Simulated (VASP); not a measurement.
# B12HN12 (a cell with a defect) in VASP: further runs, part 2 of 2

VASP 6.6.1.

**4. Single point, PBE+D3(BJ)**

INCAR

```
SYSTEM = B12HN12
PREC = Accurate
ENCUT = 520
EDIFF = 1E-6
ISMEAR = 0
SIGMA = 0.02
LREAL = Auto
LASPH = .TRUE.
NELM = 80
ALGO = Normal
ISIF = 2
LWAVE = .FALSE.
LCHARG = .FALSE.
GGA = PE
IVDW = 12
NBANDS = 66
NELECT = 96.0
```

KPOINTS

```
Automatic mesh
0
Gamma
  2 2 2
  0.5 0.5 0.5
```

POSCAR

```
B12HN12
1.0
   -3.7615274009     -3.3394822066     -4.3376638254
    3.7615274009     -3.3394822066      4.3376638254
   -3.7615274009      3.3394822066      4.3376638254
B N H
12 12 1
Direct
    0.1623593722      0.7456884718      0.9168159697
    1.0071051626      0.0030596939      0.0013716390
    0.3219473651      0.4922617126      0.8229032399
    0.8488924619      0.2658212469      0.0853274785
    0.6403403633      0.4683468206      0.1670447958
    0.1714241850      0.2543750845      0.4163819413
    0.4825620318      0.7380457081      0.2553281544
    0.3344720769      0.0000840952      0.3359902267
    1.0005723907      0.5016889538      0.4980562635
    0.8293453417      0.7455385876      0.5830649001
    0.6895808702      0.0219315245      0.6672216961
    0.5037311064      0.2523122873      0.7505185851
    0.1653115375      0.0806063241      0.2508515606
    1.0082985685      0.3412121014      0.3335735306
    0.3263676017      0.8262764853      0.1674904624
    0.8197199297      0.5710456301      0.4142399195
    0.6708928466      0.8373682562      0.4995879637
    0.1694516747      0.5867488362      0.7485301601
    0.5126134952      0.0940303154      0.5854033920
    0.3374172826      0.3366492122      0.6665916834
    0.9971030342      0.8294506688      0.8327412511
    0.8763905071      0.1230434375      0.9196467251
    0.6619131080      0.3282384688      1.0008978535
    0.4298949359      0.5193539594      0.0777233653
    0.2217309518      0.3631266881      0.0272607177
```

Potentials or basis: VASP PAW PBE potentials, release 64 (B, N, H).

Started as:

```console
$ cat potpaw_PBE.64/B/POTCAR potpaw_PBE.64/N/POTCAR potpaw_PBE.64/H/POTCAR > POTCAR
$ mpirun -np 1 vasp_std > vasp.out
```

OUTCAR:

```text
SYSTEM = B12HN12
   PREC = Accurate
   ENCUT = 520
   EDIFF = 1E-6
   ISMEAR = 0
   LREAL = Auto
   LASPH = .TRUE.
   NELM = 80
   ISIF = 2
   GGA = PE
   IVDW = 12
   NELECT = 96.0
 IVDW          = 12

 ion  position               nearest neighbor table
   1  0.162  0.746  0.917-  21 1.44  18 1.45  15 1.45
   2  0.007  0.003  0.001-  21 1.44  13 1.44  22 1.47
   3  0.322  0.492  0.823-  20 1.42  18 1.42  24 1.52
   4  0.849  0.266  0.085-  14 1.44  23 1.45  22 1.47
   5  0.640  0.468  0.167-  16 1.43  23 1.43  24 1.53
   6  0.171  0.254  0.416-  13 1.45  14 1.45  20 1.45
[... 501 lines left out ...]
  Total      -7.69543    -8.22911    -7.00050    -2.11238    -0.13127    -0.11661
  in kB     -56.56974   -60.49286   -51.46125   -15.52829    -0.96495    -0.85720
  external pressure =      -56.17 kB  Pullay stress =        0.00 kB

 VOLUME and BASIS-vectors are now :
 -----------------------------------------------------------------------------
  energy-cutoff  :      520.00
  volume of cell :      217.95
      direct lattice vectors                 reciprocal lattice vectors
    -3.761527401 -3.339482207 -4.337663825    -0.132924726 -0.149723810  0.000000000
     3.761527401 -3.339482207  4.337663825     0.000000000 -0.149723810  0.115269422
    -3.761527401  3.339482207  4.337663825    -0.132924726  0.000000000  0.115269422

 POSITION                                       TOTAL-FORCE (eV/Angst)
 -----------------------------------------------------------------------------------
     -1.25442      0.02928      6.50712         0.042620     -0.018138      0.008656
     -0.02038     -0.02936     -0.01160         0.101139      0.057463      0.035497
     -2.45473      0.02903      4.30824         0.117150     -0.074483     -0.068412
     -2.51420     -3.43762     -2.15905         0.004070      0.108294     -0.056032
     -1.27530     -3.14460     -0.02147        -0.054406      0.022448     -0.041109
     -1.25421     -0.03145      2.16594         0.029241      0.002027     -0.017934
[... 17 lines left out ...]
      0.04414     -2.91044      0.72518        -0.003749      0.087992      0.010361
      0.42932     -1.86209      0.73157        -0.809852     -0.767413      0.012218
 -----------------------------------------------------------------------------------
    total drift:                                0.003930      0.000305     -0.002092

  FREE ENERGIE OF THE ION-ELECTRON SYSTEM (eV)
  ---------------------------------------------------
  free  energy   TOTEN  =      -220.5734399889 eV

  energy  without entropy=     -220.5734399889  energy(sigma->0) =     -220.57343999
```

stdout:

```text
POSCAR found type information on POSCAR B N H
 POSCAR found :  3 types and      25 ions
 scaLAPACK will be used
 LDA part: xc-table for (Slater+PW92), standard interpolation
 POSCAR, INCAR and KPOINTS ok, starting setup
 FFT: planning ... GRIDC
 FFT: planning ... GRID_SOFT
 FFT: planning ... GRID
 WAVECAR not read
 entering main loop
 the old and the new charge density differ
 old charge density:    97.00000 new   96.00000
    0.272E+01
```

It took 3.5 min on 1 thread of AMD EPYC 7R43 (Zen 3), shared host; peak memory 0.32 GiB.

What came out:

- Free energy: -220.5734 eV
- Largest force: 1.116 eV/Å
- Dispersion energy per atom: -0.140 eV

Forces on the atoms (eV/Å):
```
B    0.043 -0.018  0.009
B    0.101  0.057  0.035
B    0.117 -0.074 -0.068
B    0.004  0.108 -0.056
B   -0.054  0.022 -0.041
B    0.029  0.002 -0.018
B    0.016 -0.040  0.107
B    0.044 -0.035  0.020
B    0.030 -0.018 -0.028
B    0.012  0.015  0.016
B    0.007  0.156  0.043
B    0.012  0.020 -0.006
N    0.051 -0.036 -0.010
N    0.038 -0.011 -0.003
N    0.029 -0.020  0.000
N    0.027 -0.005 -0.003
N    0.018  0.017 -0.040
N    0.017 -0.012  0.019
N    0.056  0.031  0.001
N    0.020 -0.022  0.014
N    0.013 -0.016 -0.007
N    0.133  0.557 -0.016
N    0.049 -0.001  0.008
N   -0.004  0.088  0.010
H   -0.810 -0.767  0.012
```

Caveat: the k points lie up to 0.59 Å⁻¹ apart; the cell carries a net charge on a neutralising background, which shifts energy and pressure; the cell is charged against a uniform background, so pressure and absolute levels hang on convention.

**5. Single point, PBE+D3(BJ)**

INCAR

```
  PREC = Accurate
  ENCUT = 520
  EDIFF = 1E-6
  ISMEAR = 0
  SIGMA = 0.02
  LREAL = Auto
  LASPH = True
  NELM = 100
  ALGO = Normal
  ISIF = 2
  LWAVE = False
  LCHARG = False
  GGA = PE
  IVDW = 12
  NBANDS = 66
  NELECT = 96.0
```

KPOINTS is that of step 4.

POSCAR

```
B12HN12
1.0
   -3.7615274009     -3.3394822066     -4.3376638254
    3.7615274009     -3.3394822066      4.3376638254
   -3.7615274009      3.3394822066      4.3376638254
B N H
12 12 1
Direct
    0.1636061346      0.7470703104      0.9165243576
    0.9999987013     -0.0023304235     -0.0001870164
    0.3225940021      0.4929684178      0.8223452080
    0.8412836727      0.2573261320      0.0843459786
    0.6512718438      0.4763287124      0.1687393311
    0.1700460096      0.2534188817      0.4157750765
    0.4881009878      0.7447923786      0.2566602864
    0.3348254793      0.0016467260      0.3352130280
    1.0019551062      0.5020545928      0.4984771666
    0.8295107930      0.7456886963      0.5833100900
    0.6786059774      0.0121569372      0.6675072135
    0.5019981367      0.2511468119      0.7500824978
    0.1656801855      0.0819129239      0.2497916538
    1.0062786436      0.3392281895      0.3332043890
    0.3294808020      0.8298493243      0.1673104673
    0.8245418264      0.5747026527      0.4153395511
    0.6689792008      0.8356721896      0.5001187136
    0.1698587499      0.5868089429      0.7488185718
    0.5077175167      0.0904935481      0.5844739053
    0.3368230003      0.3365280236      0.6661079849
    0.9962446601      0.8284915855      0.8324629544
    0.8531359876      0.1011914374      0.9179574154
    0.6626574926      0.3288210643      1.0004524032
    0.4438220684      0.5302334426      0.0805759787
    0.2631930852      0.3756930953      0.0563371865
```

Potentials or basis: VASP PAW PBE potentials, release 64 (B, N, H).

Started as:

```console
$ cat potpaw_PBE.64/B/POTCAR potpaw_PBE.64/N/POTCAR potpaw_PBE.64/H/POTCAR > POTCAR
$ mpirun -np 1 vasp_std > vasp.out
```

OUTCAR:

```text
PREC = Accurate
   ENCUT = 520
   EDIFF = 1E-6
   ISMEAR = 0
   LREAL = Auto
   LASPH = True
   NELM = 100
   ISIF = 2
   GGA = PE
   IVDW = 12
   NELECT = 96.0
 IVDW          = 12

 ion  position               nearest neighbor table
   1  0.164  0.747  0.917-  21 1.44  18 1.45  15 1.45
   2  1.000  0.998  1.000-  21 1.44  13 1.45  22 1.45
   3  0.323  0.493  0.822-  18 1.42  20 1.42  24 1.53
   4  0.841  0.257  0.084-  14 1.44  23 1.45  22 1.45
   5  0.651  0.476  0.169-  16 1.42  23 1.42  24 1.53
   6  0.170  0.253  0.416-  14 1.44  13 1.45  20 1.45
[... 15 lines left out ...]
  22  0.853  0.101  0.918-   4 1.45  11 1.45   2 1.45
  23  0.663  0.329  0.000-   5 1.42  12 1.45   4 1.45
  24  0.444  0.530  0.081-  25 1.06   7 1.53   3 1.53   5 1.53
  25  0.263  0.376  0.056-  24 1.06

  LATTYP: Found a body centered orthorhombic cell.
 ALAT       =     6.6789644132
 B/A-ratio  =     1.1263804291
 C/A-ratio  =     1.2989031104

  Lattice vectors:

 A1 = (  -3.7615274009,   3.3394822066,  -4.3376638254)
 A2 = (   3.7615274009,  -3.3394822066,  -4.3376638254)
 A3 = (  -3.7615274009,  -3.3394822066,   4.3376638254)

Analysis of symmetry for initial positions (statically):
=====================================================================
 Subroutine PRICEL returns:
 Original cell was already a primitive cell.

 Routine SETGRP: Setting up the symmetry group for a
 body centered orthorhombic supercell.

 Subroutine GETGRP returns: Found  1 space group operations
 (whereof  1 operations were pure point group operations)
 out of a pool of  8 trial point group operations.

The static configuration has the point symmetry C_1 .

Analysis of symmetry for dynamics (positions and initial velocities):
=====================================================================
 Subroutine PRICEL returns:
 Original cell was already a primitive cell.

 Routine SETGRP: Setting up the symmetry group for a
 body centered orthorhombic supercell.

 Subroutine GETGRP returns: Found  1 space group operations
 (whereof  1 operations were pure point group operations)
 out of a pool of  8 trial point group operations.

The dynamic configuration has the point symmetry C_1 .

 Subroutine INISYM returns: Found  1 space group operations
 (whereof  1 operations are pure point group operations),
 and found     1 'primitive' translations

----------------------------------------------------------------------------------------

                                     Primitive cell

  volume of cell :     217.9512

  direct lattice vectors                    reciprocal lattice vectors
    -3.761527401 -3.339482207 -4.337663825    -0.132924726 -0.149723810  0.000000000
     3.761527401 -3.339482207  4.337663825     0.000000000 -0.149723810  0.115269422
    -3.761527401  3.339482207  4.337663825    -0.132924726  0.000000000  0.115269422

  length of vectors
     6.642029604  6.642029604  6.642029604     0.200215389  0.188955706  0.175943236

  position of ions in fractional coordinates (direct lattice)
     0.163606135  0.747070310  0.916524358
     0.999998701  0.997669577  0.999812984
     0.322594002  0.492968418  0.822345208
     0.841283673  0.257326132  0.084345979
     0.651271844  0.476328712  0.168739331
     0.170046010  0.253418882  0.415775076
[... 17 lines left out ...]
     0.443822068  0.530233443  0.080575979
     0.263193085  0.375693095  0.056337187

[... 58 lines left out ...]
  0.250000 -0.250000  0.250000      2.000000
 -0.250000 -0.250000  0.250000      2.000000
   k-points           NKPTS =      4   k-points in BZ     NKDIM =      4   number of bands    NBANDS=     66
   number of dos      NEDOS =    301   number of ions     NIONS =     25
   total plane-waves  NPLWV = 125000
   dimension x,y,z NGX =    50 NGY =   50 NGZ =   50
   dimension x,y,z NGXF=   100 NGYF=  100 NGZF=  100
   ions per type =              12  12   1
   NGX,Y,Z   is equivalent  to a cutoff of  12.51, 12.51, 12.51 a.u.
   NGXF,Y,Z  is equivalent  to a cutoff of  25.03, 25.03, 25.03 a.u.
 SYSTEM =  unknown system
   PREC   = accura    normal or accurate (medium, high low for compatibility)
   ISTART =      0    job   : 0-new  1-cont  2-samecut
   ICHARG =      2    charge: 1-file 2-atom 10-const
   ISPIN  =      1    spin polarized calculation?
   LNONCOLLINEAR =      F non collinear calculations
   LSORBIT =      F    spin-orbit coupling
   LASPH  =      T    aspherical Exc in radial PAW
   ENCUT  =  520.0 eV  38.22 Ry    6.18 a.u.  12.35 12.35 12.35*2*pi/ulx,y,z
   NELM   =    100;   NELMIN=  2; NELMDL= -5     # of ELM steps
   EDIFF  = 0.1E-05   stopping-criterion for ELM
   LREAL  =      T    real-space projection
   EDIFFG = 0.1E-04   stopping-criterion for IOM
   NSW    =      0    number of steps for IOM
   IBRION =     -1    ionic relax: 0-MD 1-quasi-New 2-CG
   NFREE  =      0    steps in history (QN), initial steepest desc. (CG)
   ISIF   =      2    stress and relaxation
   ISYM   =      2    0-nonsym 1-usesym 2-fastsym
   POTIM  = 0.5000    time-step for ionic-motion
   TEBEG  =    0.0;   TEEND  =   0.0 temperature during run
   PSTRESS=    0.0 pullay stress
   NELECT =      96.0000    total number of electrons
   NUPDOWN=      -1.0000    fix difference up-down
   EMIN   =  10.00;   EMAX   =-10.00  energy-range for DOS
   EFERMI =   0.00;   METHOD = LEGACY
   ISMEAR =     0;   SIGMA  =   0.02  broadening in eV -4-tet -1-fermi 0-gaus
   EFERMI_NEDOS =   21; number of points for ismear=-14 and -15
   IALGO  =     38    algorithm
   IMIX   =      4    mixing-type and parameters
     AMIX     =   0.40;   BMIX     =  1.00
     AMIX_MAG =   1.60;   BMIX_MAG =  1.00
  volume/ion in A,a.u.               =       8.72        58.83
  Fermi-wavevector in a.u.,A,eV,Ry     =   1.245601  2.353844 21.109725  1.551521
  Thomas-Fermi vector in A             =   2.379816
   LORBIT       =      0    0 simple, 1 ext, 2 COOP (PROOUT), +10 PAW based schemes
   GGA     = PE    functional components
   LHFCALC =     F    Hartree Fock is set to
   AEXX    =    0.0000 exact exchange contribution
   IVDW    =    12    specifies the selected vdW correction
   LEPSILON=     F    determine dielectric tensor
   LRPA    =     F    only Hartree local field effects (RPA)
 non-spin polarized calculation
 Gauss-broadening in eV      SIGMA  =   0.02
  energy-cutoff  :      520.00
  volume of cell :      217.95
 maximum number of plane-waves:      5886
 NGX is ok and might be reduce to    50
   NGX = 25   NGY = 25   NGZ = 25

 number of electron      95.9999999 magnetization

 Free energy of the ion-electron system (eV)
  ---------------------------------------------------
  ext. energy  EPLUGINS =         0.00000000
  ---------------------------------------------------
  free energy    TOTEN  =      -217.32290393 eV

  energy without entropy =     -217.32290393  energy(sigma->0) =     -217.32290393

 E-fermi :   2.4781     XC(G=0): -10.0236

 val. band max:        2.3248662984   @ k =  -0.2500  -0.2500   0.2500
 cond. band min:       6.2123818383   @ k =   0.2500  -0.2500   0.2500
 fundamental gap:      3.8875155399
 Fermi energy:         2.4780973955

 k-point     1 :       0.2500    0.2500    0.2500
  band No.  band energies     occupation
      1     -15.5982      2.00000
      2     -14.6186      2.00000
      3     -14.5771      2.00000
      4     -14.5607      2.00000
      5     -13.4450      2.00000
      6     -12.6593      2.00000
[... 241 lines left out ...]
     59      10.4764      0.00000
     60      10.5122      0.00000
 [bands above 60 left out]

------------------------ aborting loop because EDIFF is reached ----------------------------------------

 Edisp (eV)   -3.49088

 E8    (eV) :    -1.0157

  FORCE on cell =-STRESS in cart. coord.  units (eV):
  Direction    XX          YY          ZZ          XY          YZ          ZX
  --------------------------------------------------------------------------------------
  -------------------------------------------------------------------------------------
  Total      -5.30075    -7.73010    -5.01366    -0.83774    -0.15063    -0.06602
  in kB     -38.96622   -56.82462   -36.85581    -6.15826    -1.10732    -0.48530
  external pressure =      -44.22 kB  Pullay stress =        0.00 kB

 VOLUME and BASIS-vectors are now :
 -----------------------------------------------------------------------------
  energy-cutoff  :      520.00
  volume of cell :      217.95
      direct lattice vectors                 reciprocal lattice vectors
    -3.761527401 -3.339482207 -4.337663825    -0.132924726 -0.149723810  0.000000000
     3.761527401 -3.339482207  4.337663825     0.000000000 -0.149723810  0.115269422
    -3.761527401  3.339482207  4.337663825    -0.132924726  0.000000000  0.115269422

 POSITION                                       TOTAL-FORCE (eV/Angst)
 -----------------------------------------------------------------------------------
     -1.25281      0.01953      6.50645         0.016507     -0.021358      0.001837
     -3.76959     -3.33232      4.32675         0.025410      0.063585      0.001545
     -2.45241      0.02265      4.30608         0.027500     -0.027450     -0.016550
     -2.51384     -3.38712     -2.16715         0.009527      0.081341     -0.009437
     -1.29277     -3.20210     -0.02691        -0.008403     -0.094874     -0.003235
     -1.25034     -0.02568      2.16514         0.016612      0.014487     -0.005400
[... 17 lines left out ...]
      0.02195     -2.98376      0.72433        -0.054438     -0.139010     -0.009989
      0.21126     -1.94541      0.73236        -0.277791     -0.060769      0.008533
 -----------------------------------------------------------------------------------
    total drift:                               -0.000754      0.000415      0.000936

  FREE ENERGIE OF THE ION-ELECTRON SYSTEM (eV)
  ---------------------------------------------------
  free  energy   TOTEN  =      -220.8137802318 eV

  energy  without entropy=     -220.8137802318  energy(sigma->0) =     -220.81378023
```

Run time: 3 min. Hardware: 1 thread of AMD EPYC 7R43 (Zen 3), shared host; peak memory 0.31 GiB.

Results:

* Free energy: -220.8138 eV
* Largest force: 0.284 eV/Å
* Dispersion energy per atom: -0.140 eV

Forces in eV/Å, atoms in the order of the input:
```
B    0.017 -0.021  0.002
B    0.025  0.064  0.002
B    0.028 -0.027 -0.017
B    0.010  0.081 -0.009
B   -0.008 -0.095 -0.003
B    0.017  0.014 -0.005
B    0.008 -0.067  0.026
B    0.025 -0.015  0.007
B    0.006 -0.009 -0.005
B    0.007  0.000  0.005
B    0.018  0.097  0.013
B    0.013  0.015  0.001
N    0.023 -0.018 -0.003
N    0.014  0.006  0.001
N    0.017 -0.029 -0.006
N    0.002 -0.037  0.001
N    0.008  0.013 -0.007
N    0.001  0.002  0.008
N    0.025  0.033 -0.002
N    0.009 -0.006  0.006
N    0.013  0.003 -0.004
N    0.036  0.210 -0.006
N    0.019 -0.013 -0.003
N   -0.054 -0.139 -0.010
H   -0.278 -0.061  0.009
```

Caveat: the k points lie up to 0.59 Å⁻¹ apart; the cell carries a net charge on a neutralising background, which shifts energy and pressure; the cell is charged against a uniform background, so pressure and absolute levels hang on convention.
